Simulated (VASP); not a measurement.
# PbS (Galena) (Fm-3m) in VASP: a series of runs

PbS (Galena) is run at these levels: PBEsol; tasks: single point.

All numbers are computed with VASP 6.6.1; they aren't measurements. Logs are shortened: lines on timing, memory, paths and dates and some standing lists are left out, and cuts for length are marked.

## (1) The cell of the first run

Symmetry: Fm-3m, No. 225, cubic system. Conventional cell: a = 5.831 Å, b = 5.831 Å, c = 5.831 Å, α = 90.00°, β = 90.00°, γ = 90.00°. Within 3.8 Å of Pb (site symmetry m-3m) lie 6 S at 2.92 Å. Within 3.8 Å of S (site symmetry m-3m) lie 6 Pb at 2.92 Å.

## (2) Single point, PBEsol

INCAR

```
SYSTEM = PbS
ALGO = Normal ; EDIFF = 1E-6
ENCUT = 500 ; GGA = PS
GGA_COMPAT = .False. ; ISIF = 2
ISMEAR = 0 ; LASPH = .True.
LCHARG = .False. ; LREAL = .False.
LWAVE = .False. ; NBANDS = 17
NELM = 120 ; PREC = Accurate
SIGMA = 0.01
```

KPOINTS

```
k-points
0
Gamma
  6 6 6
  0 0 0
```

POSCAR

```
PbS
1.0
    0.0000000000      2.9154733381      2.9154733381
    2.9154733381      0.0000000000      2.9154733381
    2.9154733381      2.9154733381      0.0000000000
Pb S
1 1
Direct
    0.0000000000      0.0000000000      0.0000000000
    0.5000000000      0.5000000000      0.5000000000
```

Potentials or basis: VASP PAW PBE potentials, release 64 (Pb_d, S).

Launch:

```bash
$ cat potpaw_PBE.64/Pb_d/POTCAR potpaw_PBE.64/S/POTCAR > POTCAR
$ mpirun -np 1 vasp_std > vasp.out
```

OUTCAR:

```text
SYSTEM = PbS
   EDIFF = 1E-6
   ENCUT = 500
   GGA = PS
   ISIF = 2
   ISMEAR = 0
   LASPH = .True.
   LREAL = .False.
   NELM = 120
   PREC = Accurate

 ion  position               nearest neighbor table
   1  0.000  0.000  0.000-   2 2.92   2 2.92   2 2.92   2 2.92   2 2.92   2 2.92
   2  0.500  0.500  0.500-   1 2.92   1 2.92   1 2.92   1 2.92   1 2.92   1 2.92

  LATTYP: Found a face centered cubic cell.
 ALAT       =     5.8309466762

  Lattice vectors:

 A1 = (   0.0000000000,   2.9154733381,   2.9154733381)
 A2 = (   2.9154733381,   0.0000000000,   2.9154733381)
 A3 = (   2.9154733381,   2.9154733381,   0.0000000000)

Analysis of symmetry for initial positions (statically):
=====================================================================
 Subroutine PRICEL returns:
 Original cell was already a primitive cell.

 Routine SETGRP: Setting up the symmetry group for a
 face centered cubic supercell.

 Subroutine GETGRP returns: Found 48 space group operations
 (whereof 48 operations were pure point group operations)
 out of a pool of 48 trial point group operations.

The static configuration has the point symmetry O_h .

Analysis of symmetry for dynamics (positions and initial velocities):
=====================================================================
 Subroutine PRICEL returns:
 Original cell was already a primitive cell.

 Routine SETGRP: Setting up the symmetry group for a
 face centered cubic supercell.

 Subroutine GETGRP returns: Found 48 space group operations
 (whereof 48 operations were pure point group operations)
 out of a pool of 48 trial point group operations.

The dynamic configuration has the point symmetry O_h .

 Subroutine INISYM returns: Found 48 space group operations
 (whereof 48 operations are pure point group operations),
 and found     1 'primitive' translations

----------------------------------------------------------------------------------------

                                     Primitive cell

  volume of cell :      49.5630

  direct lattice vectors                    reciprocal lattice vectors
     0.000000000  2.915473338  2.915473338    -0.171498739  0.171498739  0.171498739
     2.915473338  0.000000000  2.915473338     0.171498739 -0.171498739  0.171498739
     2.915473338  2.915473338  0.000000000     0.171498739  0.171498739 -0.171498739

  length of vectors
     4.123101935  4.123101935  4.123101935     0.297044529  0.297044529  0.297044529

  position of ions in fractional coordinates (direct lattice)
     0.000000000  0.000000000  0.000000000
     0.500000000  0.500000000  0.500000000

  ion indices of the primitive-cell ions
   primitive index   ion index
                 1           1
                 2           2

----------------------------------------------------------------------------------------

 KPOINTS: k-points

Automatic generation of k-mesh.
 Grid dimensions read from file:
 generate k-points for:    6    6    6

 Generating k-lattice:

  Cartesian coordinates                     Fractional coordinates (reciprocal lattice)
    -0.028583123  0.028583123  0.028583123     0.166666667  0.000000000  0.000000000
     0.028583123 -0.028583123  0.028583123     0.000000000  0.166666667  0.000000000
     0.028583123  0.028583123 -0.028583123     0.000000000  0.000000000  0.166666667

  Length of vectors
     0.049507421  0.049507421  0.049507421

  Shift w.r.t. Gamma in fractional coordinates (k-lattice)
     0.000000000  0.000000000  0.000000000

 Subroutine IBZKPT returns following result:
 ===========================================

 Found     16 irreducible k-points:

 Following reciprocal coordinates:
            Coordinates               Weight
  0.000000  0.000000  0.000000      1.000000
  0.166667  0.000000  0.000000      8.000000
  0.333333  0.000000  0.000000      8.000000
  0.500000  0.000000  0.000000      4.000000
  0.166667  0.166667  0.000000      6.000000
  0.333333  0.166667  0.000000     24.000000
[... 8 lines left out ...]
 -0.333333  0.333333  0.166667     24.000000
 -0.333333  0.500000  0.166667     12.000000
   k-points           NKPTS =     16   k-points in BZ     NKDIM =     16   number of bands    NBANDS=     17
   number of dos      NEDOS =    301   number of ions     NIONS =      2
   total plane-waves  NPLWV =  27000
   dimension x,y,z NGX =    30 NGY =   30 NGZ =   30
   dimension x,y,z NGXF=    60 NGYF=   60 NGZF=   60
   ions per type =               1   1
   NGX,Y,Z   is equivalent  to a cutoff of  12.10, 12.10, 12.10 a.u.
   NGXF,Y,Z  is equivalent  to a cutoff of  24.19, 24.19, 24.19 a.u.
 SYSTEM =  PbS
   PREC   = accura    normal or accurate (medium, high low for compatibility)
   ISTART =      0    job   : 0-new  1-cont  2-samecut
   ICHARG =      2    charge: 1-file 2-atom 10-const
   ISPIN  =      1    spin polarized calculation?
   LNONCOLLINEAR =      F non collinear calculations
   LSORBIT =      F    spin-orbit coupling
   LASPH  =      T    aspherical Exc in radial PAW
   ENCUT  =  500.0 eV  36.75 Ry    6.06 a.u.   7.52  7.52  7.52*2*pi/ulx,y,z
   NELM   =    120;   NELMIN=  2; NELMDL= -5     # of ELM steps
   EDIFF  = 0.1E-05   stopping-criterion for ELM
   LREAL  =      F    real-space projection
   EDIFFG = 0.1E-04   stopping-criterion for IOM
   NSW    =      0    number of steps for IOM
   IBRION =     -1    ionic relax: 0-MD 1-quasi-New 2-CG
   NFREE  =      0    steps in history (QN), initial steepest desc. (CG)
   ISIF   =      2    stress and relaxation
   ISYM   =      2    0-nonsym 1-usesym 2-fastsym
   POTIM  = 0.5000    time-step for ionic-motion
   TEBEG  =    0.0;   TEEND  =   0.0 temperature during run
   PSTRESS=    0.0 pullay stress
   NELECT =      20.0000    total number of electrons
   NUPDOWN=      -1.0000    fix difference up-down
   EMIN   =  10.00;   EMAX   =-10.00  energy-range for DOS
   EFERMI =   0.00;   METHOD = LEGACY
   ISMEAR =     0;   SIGMA  =   0.01  broadening in eV -4-tet -1-fermi 0-gaus
   EFERMI_NEDOS =   21; number of points for ismear=-14 and -15
   IALGO  =     38    algorithm
   IMIX   =      4    mixing-type and parameters
     AMIX     =   0.40;   BMIX     =  1.00
     AMIX_MAG =   1.60;   BMIX_MAG =  1.00
  volume/ion in A,a.u.               =      24.78       167.23
  Fermi-wavevector in a.u.,A,eV,Ry     =   1.209760  2.286114 19.912376  1.463518
  Thomas-Fermi vector in A             =   2.345327
   LORBIT       =      0    0 simple, 1 ext, 2 COOP (PROOUT), +10 PAW based schemes
   GGA     = PS    functional components
   LHFCALC =     F    Hartree Fock is set to
   AEXX    =    0.0000 exact exchange contribution
   IVDW    =     0    specifies the selected vdW correction
   LEPSILON=     F    determine dielectric tensor
   LRPA    =     F    only Hartree local field effects (RPA)
 non-spin polarized calculation
 Gauss-broadening in eV      SIGMA  =   0.01
  energy-cutoff  :      500.00
  volume of cell :       49.56
 maximum number of plane-waves:      1278
   NGX = 15   NGY = 15   NGZ = 15

 number of electron      19.9999995 magnetization

 Free energy of the ion-electron system (eV)
  ---------------------------------------------------
  ext. energy  EPLUGINS =         0.00000000
  ---------------------------------------------------
  free energy    TOTEN  =        -9.44597979 eV

  energy without entropy =       -9.44597947  energy(sigma->0) =       -9.44597963

 E-fermi :   6.4716     XC(G=0): -10.1301

 val. band max:        6.4461695331   @ k =   0.5000   0.0000   0.0000
 cond. band min:       6.4971053699   @ k =   0.5000   0.0000   0.0000
 fundamental gap:      0.0509358369
 Fermi energy:         6.4716374537

 k-point     1 :       0.0000    0.0000    0.0000
  band No.  band energies     occupation
      1     -10.4553      2.00000
      2     -10.4553      2.00000
      3     -10.4553      2.00000
      4     -10.4439      2.00000
      5     -10.4439      2.00000
      6      -7.7065      2.00000
[... 9 lines left out ...]
     16      12.8910      0.00000
     17      14.6660      0.00000

 k-point     2 :       0.1667    0.0000    0.0000
  band No.  band energies     occupation
      1     -10.4570      2.00000
      2     -10.4570      2.00000
      3     -10.4544      2.00000
      4     -10.4381      2.00000
      5     -10.4381      2.00000
      6      -7.4497      2.00000
[... 9 lines left out ...]
     16      13.5343      0.00000
     17      16.7191      0.00000

 k-point     3 :       0.3333    0.0000    0.0000
  band No.  band energies     occupation
      1     -10.4759      2.00000
      2     -10.4759      2.00000
      3     -10.4536      2.00000
      4     -10.4103      2.00000
      5     -10.4103      2.00000
      6      -6.7873      2.00000
[... 9 lines left out ...]
     16      14.9765      0.00000
     17      18.7871      0.00000

 k-point     4 :       0.5000    0.0000    0.0000
  band No.  band energies     occupation
      1     -10.4856      2.00000
      2     -10.4856      2.00000
      3     -10.4537      2.00000
      4     -10.3960      2.00000
      5     -10.3960      2.00000
      6      -6.3052      2.00000
[... 9 lines left out ...]
     16      16.3813      0.00000
     17      16.9578      0.00000
[... 183 lines left out ...]
      1     -10.5510      2.00000
      2     -10.4575      2.00000
      3     -10.4495      2.00000
      4     -10.4069      2.00000
      5     -10.3998      2.00000
      6      -6.2363      2.00000
[... 9 lines left out ...]
     16      16.9801      0.00000
     17      17.3789      0.00000

 k-point    15 :      -0.3333    0.3333    0.1667
  band No.  band energies     occupation
      1     -10.5656      2.00000
      2     -10.4555      2.00000
      3     -10.4334      2.00000
      4     -10.4285      2.00000
      5     -10.3883      2.00000
      6      -5.8801      2.00000
[... 9 lines left out ...]
     16      17.7366      0.00000
     17      18.1628      0.00000

 k-point    16 :      -0.3333    0.5000    0.1667
  band No.  band energies     occupation
      1     -10.6108      2.00000
      2     -10.4624      2.00000
      3     -10.4333      2.00000
      4     -10.4078      2.00000
      5     -10.3789      2.00000
      6      -5.7352      2.00000
[... 9 lines left out ...]
     16      18.3407      0.00000
     17      18.5962      0.00000

------------------------ aborting loop because EDIFF is reached ----------------------------------------

  FORCE on cell =-STRESS in cart. coord.  units (eV):
  Direction    XX          YY          ZZ          XY          YZ          ZX
  --------------------------------------------------------------------------------------
  -------------------------------------------------------------------------------------
  Total        0.7117430      0.7117430      0.7117430      0.0000000      0.0000000     -0.0000000
  in kB       23.0078780     23.0078780     23.0078780      0.0000000      0.0000000     -0.0000000
  external PRESSURE =      23.0078780 kB  Pullay stress =       0.0000000 kB

 VOLUME and BASIS-vectors are now :
 -----------------------------------------------------------------------------
  energy-cutoff  :      500.00
  volume of cell :       49.56
      direct lattice vectors                 reciprocal lattice vectors
     0.000000000  2.915473338  2.915473338    -0.171498739  0.171498739  0.171498739
     2.915473338  0.000000000  2.915473338     0.171498739 -0.171498739  0.171498739
     2.915473338  2.915473338  0.000000000     0.171498739  0.171498739 -0.171498739

 POSITION                                       TOTAL-FORCE (eV/Angst)
 -----------------------------------------------------------------------------------
      0.00000      0.00000      0.00000         0.000000      0.000000      0.000000
      2.91547      2.91547      2.91547        -0.000000     -0.000000     -0.000000
 -----------------------------------------------------------------------------------
    total drift:                               -0.000000      0.000000      0.000000

  FREE ENERGIE OF THE ION-ELECTRON SYSTEM (eV)
  ---------------------------------------------------
  free  energy   TOTEN  =        -9.4459797893 eV

  energy  without entropy=       -9.4459794707  energy(sigma->0) =       -9.44597963
```

Run time: 30 s. Hardware: 1 thread of AMD EPYC 7R13, shared host; peak memory 0.14 GiB.

What came out:

| Item | Value |
| --- | --- |
| Free energy | -9.4460 eV |
| Pressure | 2.3 GPa |
| Band gap on the k mesh | 0.05 eV, direct |

Levels at points of the mesh, in eV from the valence-band top:
```tsv
k point	band 8	band 9	band 10	band 11	band 12	band 13
(0.00, 0.00, 0.00)	-2.50	-2.50	-2.50	5.25	5.25	5.25
(0.50, 0.00, 0.00)	-2.06	-2.06	0.00	0.05	1.71	1.71
(0.50, 0.50, 0.00)	-5.78	-3.88	-3.88	3.43	5.63	5.77
```

Caveat: the PAW data sets were made with another functional, which shifts forces and pressure a little; spin-orbit coupling is left out, which moves the levels of the heavy elements. A k mesh can miss the band edges.

## (3) Single point, PBEsol

This run uses another cell than the first one, of 25.56 Å³/atom, 1.032 times its volume.

INCAR

```
SYSTEM = PbS
PREC     = Accurate       ! precision mode
ENCUT    = 500            ! plane-wave cutoff, eV
EDIFF    = 1E-6           ! SCF threshold, eV
ISMEAR   = 0              ! smearing method
SIGMA    = 0.01           ! smearing width, eV
LREAL    = .FALSE.        ! projectors in reciprocal space
LASPH    = .TRUE.         ! aspherical terms in the spheres
NELM     = 120            ! most SCF steps
ALGO     = Normal         ! electronic algorithm
ISIF     = 2              ! what is computed and relaxed
LWAVE    = .FALSE.        ! write WAVECAR
LCHARG   = .TRUE.         ! write CHGCAR
GGA      = PS             ! functional
LELF     = .TRUE.         ! ELF
LVHAR    = .TRUE.       
NBANDS   = 17             ! bands
GGA_COMPAT= .FALSE.
```

KPOINTS

```
regular mesh
0
G
  6 6 6
  0 0 0
```

POSCAR

```
PbS
1.0
    0.0000000000      2.9458450378      2.9458450378
    2.9458450378      0.0000000000      2.9458450378
    2.9458450378      2.9458450378      0.0000000000
Pb S
1 1
Direct
    0.0000000000      0.0000000000      0.0000000000
    0.5000000000      0.5000000000      0.5000000000
```

Potentials or basis: VASP PAW PBE potentials, release 64 (Pb_d, S).

Launch:

```bash
$ cat potpaw_PBE.64/Pb_d/POTCAR potpaw_PBE.64/S/POTCAR > POTCAR
$ mpirun -np 1 vasp_std > vasp.out
```

It took 32 s on 1 thread of AMD EPYC 7R13, shared host; peak memory 0.14 GiB.

The run converged. Its results:

```
Free energy            : -9.4591 eV
Pressure               : 0.3 GPa
Band gap on the k mesh : 0.18 eV, direct
```

Levels at points of the mesh, in eV from the valence-band top:
```tsv
k point	band 6	band 7	band 8	band 9	band 10	band 11	band 12	band 13	band 14	band 15
(0.00, 0.00, 0.00)	-13.81	-6.04	-2.30	-2.30	-2.30	5.20	5.20	5.20	6.57	6.57
(0.50, 0.00, 0.00)	-12.49	-9.04	-1.88	-1.88	0.00	0.18	1.83	1.83	8.49	10.03
(0.50, 0.50, 0.00)	-12.02	-7.29	-5.46	-3.62	-3.62	3.61	5.57	5.70	5.70	11.17
```

Caveat: the PAW data sets were made with another functional, which shifts forces and pressure a little; spin-orbit coupling is left out, which moves the levels of the heavy elements. A k mesh can miss the band edges.

## (4) Single point, PBEsol

This run uses another cell than the first one, of 26.35 Å³/atom, 1.063 times its volume.

INCAR

```
SYSTEM = PbS
PREC = Accurate
ENCUT = 500
EDIFF = 1E-6
ISMEAR = 0
SIGMA = 0.01
LREAL = .FALSE.
LASPH = .TRUE.
NELM = 120
ALGO = Normal
ISIF = 2
LWAVE = .FALSE.
LCHARG = .FALSE.
GGA = PS
NBANDS = 17
GGA_COMPAT = .FALSE.
```

KPOINTS

```
Automatic mesh
0
G
  6 6 6
  0 0 0
```

POSCAR

```
PbS
1.0
    0.0000000000      2.9756030624      2.9756030624
    2.9756030624      0.0000000000      2.9756030624
    2.9756030624      2.9756030624      0.0000000000
Pb S
1 1
Direct
    0.0000000000      0.0000000000      0.0000000000
    0.5000000000      0.5000000000      0.5000000000
```

Launch:

```bash
$ cat potpaw_PBE.64/Pb_d/POTCAR potpaw_PBE.64/S/POTCAR > POTCAR
$ mpirun -np 1 vasp_std > vasp.out
```

Run time: 28 s. Hardware: 1 thread of AMD EPYC 7R13, shared host; peak memory 0.14 GiB.

It converged, with:

```
Free energy            : -9.4537 eV
Pressure               : -1.5 GPa
Band gap on the k mesh : 0.29 eV, direct
```

Levels at points of the mesh, in eV from the valence-band top:
| k point | band 7 | band 8 | band 9 | band 10 | band 11 | band 12 | band 13 | band 14 |
| --- | --- | --- | --- | --- | --- | --- | --- | --- |
| (0.00, 0.00, 0.00) | -6.06 | -2.11 | -2.11 | -2.11 | 5.14 | 5.14 | 5.14 | 6.68 |
| (0.50, 0.00, 0.00) | -8.83 | -1.72 | -1.72 | 0.00 | 0.29 | 1.93 | 1.93 | 8.49 |
| (0.50, 0.50, 0.00) | -7.21 | -5.16 | -3.39 | -3.39 | 3.78 | 5.50 | 5.62 | 5.62 |

Caveat: the PAW data sets were made with another functional, which shifts forces and pressure a little; spin-orbit coupling is left out, which moves the levels of the heavy elements. A k mesh can miss the band edges.

[end of part 1 of 2]
